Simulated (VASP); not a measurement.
Al, 2 atoms in the cell. The structure is cubic, space group Fm-3m (No. 225). The conventional cell has a = 4.048 Å, b = 4.048 Å, c = 4.048 Å, α = 90.00°, β = 90.00°, γ = 90.00°. Within 3.8 Å of Al (site symmetry m-3m) lie 12 Al at 2.86 Å. 

```yaml
Program: VASP 6.6.1
Task: single point
Functional: PBEsol
Potentials_or_basis: VASP PAW PBE potentials, release 64 (Al)
Cutoff: 520 eV
k_mesh: 18 × 18 × 20
Occupations: gaussian, width 0.15 eV
Spin: no spin polarisation
Dipole_correction: no
Further_INCAR_settings: ALGO = Fast; EDIFF = 1e-06; NBANDS = 10; ISYM = 0
```

Potentials or basis: VASP PAW PBE potentials, release 64 (Al).

The run is started by

```sh
$ cat potpaw_PBE.64/Al/POTCAR > POTCAR
$ mpirun -np 1 vasp_std > vasp.out
```

Hardware: 1 thread of Intel(R) Xeon(R) Platinum 8375C CPU @ 2.90GHz (Ice Lake) (shared host).

Estimate the wall time of this run.

Run time: 12 min on 1 thread of Intel(R) Xeon(R) Platinum 8375C CPU @ 2.90GHz (Ice Lake), with other jobs on the host, peak memory 0.89 GiB. Counts: scf iterations 13, k points 3244.
